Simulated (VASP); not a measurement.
# MnO (I4/mmm) in VASP: single point with PBE

Aim: the single point of MnO with PBE.

All numbers are computed with VASP 6.6.1; they aren't measurements. Logs are shortened: lines on timing, memory, paths and dates and some standing lists are left out, and cuts for length are marked.

## 1. The cell of the first run

The structure is tetragonal, space group I4/mmm (No. 139). Conventional cell: a = 3.142 Å, b = 3.142 Å, c = 4.222 Å, α = 90.00°, β = 90.00°, γ = 90.00°. Mn (site symmetry 4/mmm) has 6 O at 2.11 to 2.22 Å within 2.8 Å. Within 2.8 Å of O (site symmetry 4/mmm) lie 6 Mn at 2.11 to 2.22 Å.

## 2. Single point, PBE, collinear spin, ferromagnetic start (strain -0.0500 x Voigt [0, 1, 0, 0, 0, 0])

Input file INCAR:

```
ALGO = Normal
EDIFF = 1E-6
ENCUT = 600
GGA = PE
GGA_COMPAT = False
ISIF = 2
ISMEAR = 0
ISPIN = 2
LASPH = True
LCHARG = False
LMAXMIX = 4
LORBIT = 11
LREAL = False
LWAVE = False
MAGMOM = 4.46 0.26
NBANDS = 22
NELM = 200
PREC = Accurate
SIGMA = 0.15
```

Input file KPOINTS:

```
k-points
0
Gamma
  18 18 18
```

Input file POSCAR:

```
MnO
1.0
    0.0000000000      2.1109000000      2.2220000000
    2.2220000000      0.0000000000      2.2220000000
    2.2220000000      2.1109000000      0.0000000000
Mn O
1 1
Direct
    0.0000000000      0.0000000000      0.0000000000
    0.5000000000      0.5000000000      0.5000000000
```

Potentials or basis: VASP PAW PBE potentials, release 64 (Mn_sv, O).

Run with:

```sh
$ cat potpaw_PBE.64/Mn_sv/POTCAR potpaw_PBE.64/O/POTCAR > POTCAR
$ mpirun -np 1 vasp_std > vasp.out
```

OUTCAR:

```text
EDIFF = 1E-6
   ENCUT = 600
   GGA = PE
   ISIF = 2
   ISMEAR = 0
   ISPIN = 2
   LASPH = True
   LORBIT = 11
   LREAL = False
   NELM = 200
   PREC = Accurate

 ion  position               nearest neighbor table
   1  0.000  0.000  0.000-   2 2.11   2 2.11   2 2.22   2 2.22   2 2.22   2 2.22
   2  0.500  0.500  0.500-   1 2.11   1 2.11   1 2.22   1 2.22   1 2.22   1 2.22

  LATTYP: Found a body centered tetragonal cell.
 ALAT       =     3.1423825356
 C/A-ratio  =     1.3435028843

  Lattice vectors:

 A1 = (   0.0000000000,  -2.1109000000,   2.2220000000)
 A2 = (   0.0000000000,  -2.1109000000,  -2.2220000000)
 A3 = (   2.2220000000,   2.1109000000,   0.0000000000)

Analysis of symmetry for initial positions (statically):
=====================================================================
 Subroutine PRICEL returns:
 Original cell was already a primitive cell.

 Routine SETGRP: Setting up the symmetry group for a
 body centered tetragonal supercell.

 Subroutine GETGRP returns: Found 16 space group operations
 (whereof 16 operations were pure point group operations)
 out of a pool of 16 trial point group operations.

The static configuration has the point symmetry D_4h.

Analysis of symmetry for dynamics (positions and initial velocities):
=====================================================================
 Subroutine PRICEL returns:
 Original cell was already a primitive cell.

 Routine SETGRP: Setting up the symmetry group for a
 body centered tetragonal supercell.

 Subroutine GETGRP returns: Found 16 space group operations
 (whereof 16 operations were pure point group operations)
 out of a pool of 16 trial point group operations.

The dynamic configuration has the point symmetry D_4h.

Analysis of structural, dynamic, and magnetic symmetry:
=====================================================================
 Subroutine PRICEL returns:
 Original cell was already a primitive cell.

 Routine SETGRP: Setting up the symmetry group for a
 body centered tetragonal supercell.

 Subroutine GETGRP returns: Found 16 space group operations
 (whereof 16 operations were pure point group operations)
 out of a pool of 16 trial point group operations.

The overall configuration has the point symmetry D_4h.

 Subroutine INISYM returns: Found 16 space group operations
 (whereof 16 operations are pure point group operations),
 and found     1 'primitive' translations

----------------------------------------------------------------------------------------

                                     Primitive cell
[... 108 lines left out ...]
   IALGO  =     38    algorithm
   IMIX   =      4    mixing-type and parameters
     AMIX     =   0.40;   BMIX     =  1.00
     AMIX_MAG =   1.60;   BMIX_MAG =  1.00
  volume/ion in A,a.u.               =      10.42        70.33
  Fermi-wavevector in a.u.,A,eV,Ry     =   1.641167  3.101355 36.646311  2.693428
  Thomas-Fermi vector in A             =   2.731683
   LORBIT       =     11    0 simple, 1 ext, 2 COOP (PROOUT), +10 PAW based schemes
   GGA     = PE    functional components
   LHFCALC =     F    Hartree Fock is set to
   AEXX    =    0.0000 exact exchange contribution
   IVDW    =     0    specifies the selected vdW correction
   LEPSILON=     F    determine dielectric tensor
   LRPA    =     F    only Hartree local field effects (RPA)
 spin polarized calculation
 Gauss-broadening in eV      SIGMA  =   0.15
  energy-cutoff  :      600.00
  volume of cell :       20.84
 maximum number of plane-waves:       714
   NGX = 13   NGY = 13   NGZ = 13

 number of electron      20.9999997 magnetization       4.6097620

 Free energy of the ion-electron system (eV)
  ---------------------------------------------------
  ext. energy  EPLUGINS =         0.00000000
  ---------------------------------------------------
  free energy    TOTEN  =       -16.45859593 eV

  energy without entropy =      -16.44815390  energy(sigma->0) =      -16.45337492

 E-fermi :  10.0831     XC(G=0): -12.2246

 val. band max:       10.0787230869   @ k =   0.2222  -0.2778   0.1111
 cond. band min:      10.0841756362   @ k =  -0.3889   0.0000   0.0556
 fundamental gap:      0.0054525493
 Fermi energy:        10.0830642957

 spin component 1

 k-point     1 :       0.0000    0.0000    0.0000
  band No.  band energies     occupation
      1     -71.5407      1.00000
      2     -40.2800      1.00000
      3     -40.2695      1.00000
      4     -40.2695      1.00000
      5     -10.7470      1.00000
      6       5.9204      1.00000
[... 589 lines left out ...]
     21      34.8155      0.00000
     22      36.5784      0.00000

 [... further k-points ...]

 spin component 2

 k-point     1 :       0.0000    0.0000    0.0000
  band No.  band energies     occupation
      1     -66.9220      1.00000
      2     -35.7999      1.00000
      3     -35.7089      1.00000
      4     -35.7089      1.00000
      5     -10.3123      1.00000
      6       6.2407      1.00000
[... 589 lines left out ...]
     21      36.2940      0.00000
     22      37.8925      0.00000

 [... further k-points ...]
[... 5 lines left out ...]
  --------------------------------------------------------------------------------------
  -------------------------------------------------------------------------------------
  Total        0.5090971      0.7557740      0.5090971     -0.0000000     -0.0000000      0.0000000
  in kB       39.1314022     58.0920592     39.1314022     -0.0000000     -0.0000000      0.0000000
  external PRESSURE =      45.4516212 kB  Pullay stress =       0.0000000 kB

 VOLUME and BASIS-vectors are now :
 -----------------------------------------------------------------------------
  energy-cutoff  :      600.00
  volume of cell :       20.84
      direct lattice vectors                 reciprocal lattice vectors
     0.000000000  2.110900000  2.222000000    -0.225022502  0.236865792  0.225022502
     2.222000000  0.000000000  2.222000000     0.225022502 -0.236865792  0.225022502
     2.222000000  2.110900000  0.000000000     0.225022502  0.236865792 -0.225022502

 POSITION                                       TOTAL-FORCE (eV/Angst)
 -----------------------------------------------------------------------------------
      0.00000      0.00000      0.00000        -0.000000     -0.000000      0.000000
      2.22200      2.11090      2.22200         0.000000      0.000000     -0.000000
 -----------------------------------------------------------------------------------
    total drift:                                0.000000     -0.000000     -0.000000

  FREE ENERGIE OF THE ION-ELECTRON SYSTEM (eV)
  ---------------------------------------------------
  free  energy   TOTEN  =       -16.4585959294 eV

  energy  without entropy=      -16.4481539048  energy(sigma->0) =      -16.45337492

 total charge

# of ion       s       p       d       tot
------------------------------------------
    1        2.119   6.018   4.703  12.840
    2        1.559   3.437   0.000   4.996
--------------------------------------------------
tot          3.677   9.456   4.703  17.835

 magnetization (x)

# of ion       s       p       d       tot
------------------------------------------
    1        0.024   0.014   3.995   4.033
    2        0.031   0.163   0.000   0.194
--------------------------------------------------
tot          0.055   0.176   3.995   4.226
```

It took 4.5 min on 1 thread of Intel Xeon Platinum 8488C (Sapphire Rapids), shared host; peak memory 0.47 GiB.

Results:

* Free energy: -16.4586 eV
* Pressure: 4.5 GPa
* Net moment: 4.61 μB per cell
* Site moments: Mn +4.03; O +0.19 μB
* Valence electrons inside the program's atomic spheres: Mn 12.84; O 5.00

Levels at points of the mesh, in eV from the Fermi level:
Spin up:
```
           k point  band 9  band 10  band 11  band 12  band 13  band 14  band 15  band 16  band 17  band 18
(0.00, 0.00, 0.00)   -3.38    -3.38    -3.14    -2.82    -2.71    -0.26    14.12    16.61    16.65    16.65
(0.50, 0.00, 0.00)   -2.35    -2.25    -1.84     0.08     0.54     3.51     8.13    11.61    12.80    19.03
(0.50, 0.50, 0.00)   -4.42    -2.30    -2.05    -1.96    -1.81     5.36     7.82    10.85    13.92    14.71
(0.50, 0.00, 0.50)   -4.41    -2.25    -2.01    -2.01    -1.73     5.42     8.41    10.21    13.78    13.78
```
Spin down:
```csv
k point,band 6,band 7,band 8,band 9,band 10,band 11
"(0.00, 0.00, 0.00)",-3.84,-3.66,-3.66,0.42,0.42,0.58
"(0.50, 0.00, 0.00)",-7.94,-5.40,-5.27,1.78,1.87,1.92
"(0.50, 0.50, 0.00)",-6.95,-4.85,-4.53,-1.18,1.77,2.18
"(0.50, 0.00, 0.50)",-6.85,-4.83,-4.83,-1.21,1.95,2.16
```

Caveat: the cell differs from its parent crystal (strain -0.0500 x Voigt [0, 1, 0, 0, 0, 0]); the cell stands under pressure; a cell with one magnetic atom can't hold antiferromagnetic order, which such compounds often take; semilocal functionals often make such compounds metallic where correlation or magnetic order opens a gap, which also shifts bond lengths.
